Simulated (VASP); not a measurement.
Here is a VASP 6.6.1 calculation.

File INCAR:

```
SYSTEM = KTaO3
PREC = Accurate ; ENCUT = 520
EDIFF = 1E-7 ; ISMEAR = 0
SIGMA = 0.05 ; LREAL = .FALSE.
LASPH = .TRUE. ; NELM = 80
ALGO = Normal ; ISIF = 2
LWAVE = .FALSE. ; LCHARG = .TRUE.
GGA = PE ; LELF = .TRUE.
LVHAR = .TRUE. ; NBANDS = 27
```

File KPOINTS:

```
Automatic mesh
0
G
  8 8 8
  0 0 0
```

File POSCAR:

```
KTaO3
1.0
    4.0981655192     -0.6304870029     -0.6304870029
   -0.6304870029      4.0981655192     -0.6304870029
   -0.6304870029     -0.6304870029      4.0981655192
K Ta O
1 1 3
Direct
    0.5000000000      0.5000000000      0.5000000000
    0.0000000000      0.0000000000      0.0000000000
    0.5000000000      0.0000000000      0.0000000000
    0.0000000000      0.5000000000      0.0000000000
    0.0000000000      0.0000000000      0.5000000000
```

Potentials or basis: VASP PAW PBE potentials, release 64 (K_sv, Ta_pv, O).

Command:

```bash
$ cat potpaw_PBE.64/K_sv/POTCAR potpaw_PBE.64/Ta_pv/POTCAR potpaw_PBE.64/O/POTCAR > POTCAR
$ mpirun -np 1 vasp_std > vasp.out
```

Question: Predict the pressure.

Answer: 5.4 GPa.

Question: Predict the band gap on the k mesh.

Answer: Zero (band 19 reaches 3.09 eV, above the bottom of band 20 at 2.87 eV).

Stress tensor (GPa, compression positive):
```
 5.36 32.41 32.41
32.41  5.36 32.41
32.41 32.41  5.36
```

Caveat: spin-orbit coupling is left out, which moves the levels of the heavy elements.
